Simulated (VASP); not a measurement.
Runs of VASP 6.6.1 on CsPbI2Br. The structure is tetragonal, space group P4/mmm (No. 123). The conventional cell has a = 6.365 Å, b = 6.365 Å, c = 5.924 Å, α = 90.00°, β = 90.00°, γ = 90.00°. Within 6.0 Å of Cs (site symmetry 4/mmm) lie 8 I at 4.35 Å and 4 Br at 4.50 Å and 8 Pb at 5.39 Å and 2 Cs at 5.92 Å. Pb (site symmetry 4/mmm) has 2 Br at 2.96 Å and 4 I at 3.18 Å within 3.9 Å. I (site symmetry mmm) has 2 Pb at 3.18 Å and 4 Cs at 4.35 Å and 4 Br at 4.35 Å and 4 I at 4.50 Å within 4.6 Å. Br (site symmetry 4/mmm) has 2 Pb at 2.96 Å within 3.9 Å. 

| level | potentials or basis | k mesh | smearing | grid for exact exchange (PRECFOCK) | share of exact exchange | screening parameter | gap on the mesh (eV) | pressure (GPa) |
| --- | --- | --- | --- | --- | --- | --- | --- | --- |
| LDA | VASP PAW LDA potentials, release 64 (Cs_sv, Pb_d, I, Br) | 4 × 4 × 4 | gaussian 0.01 eV | - | - | - | (a) | -1.6 |
| PBE | VASP PAW PBE potentials, release 64 (Cs_sv, Pb_d, I, Br) | 4 × 4 × 4 | gaussian 0.01 eV | - | - | - | 1.42 | 0.5 |
| PBE | VASP PAW PBE potentials, release 64 (Cs_sv, Pb_d, I, Br) | 4 × 4 × 4 | fermi-dirac 0.2 eV | - | - | - | 1.43 | 0.5 |
| HSE06 | VASP PAW PBE potentials, release 64 (Cs_sv, Pb_d, I, Br) | 2 × 2 × 2 | gaussian 0.01 eV | Fast | 0.25 | 0.2079 1/Å | 2.02 | (b) |

Alike in all rows: task single point; no spin polarisation; cell as given; cutoff (eV) 520.

Question: Fill in the values left out.

Answer: (a) 1.29; (b) 1.1.

Caveats: some runs use coarse meshes; spin-orbit coupling is left out, which moves the levels of the heavy elements; the PAW data sets were made with another functional, which shifts forces and pressure a little (at least some runs).

A k mesh can miss the band edges, and the runs leave out spin-orbit coupling on Br, Cs, I, Pb.
